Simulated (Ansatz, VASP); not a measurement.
## BaTiO3: VASP beside Ansatz

```xyz
5
Lattice="3.9255 0.0000 0.0000 0.0000 3.9255 0.0000 0.0000 0.0000 3.9255" Properties=species:S:1:pos:R:3 pbc="T T T"
Ba    1.9627    1.9627    1.9627
Ti    0.0000    0.0000    0.0000
O     1.9627    0.0000    0.0000
O     0.0000    1.9627    0.0000
O     0.0000    0.0000    1.9627
```

Change from the starting cell: volume scaled by 0.94.

Alike in both runs: task single point; functional PBE; k mesh 8 × 8 × 8; occupations fermi-dirac, width 0.05 eV; no spin polarisation.

|  | VASP | Ansatz |
| --- | --- | --- |
| version | VASP 6.6.1 | Ansatz 0.2.0 |
| potentials or method | VASP PAW PBE potentials, release 64 (Ba_sv, Ti_sv, O), cutoff 520 eV | all-electron LAPW, scalar-relativistic |

```csv
,VASP,Ansatz,Ansatz less VASP
gap on the k mesh at the Fermi level (eV),1.86,1.93,+0.070
pressure (GPa),15.8,13.5,-2.23
```

Ansatz ran all-electron here, and VASP with PAW potentials.

Spin-orbit coupling is off throughout.
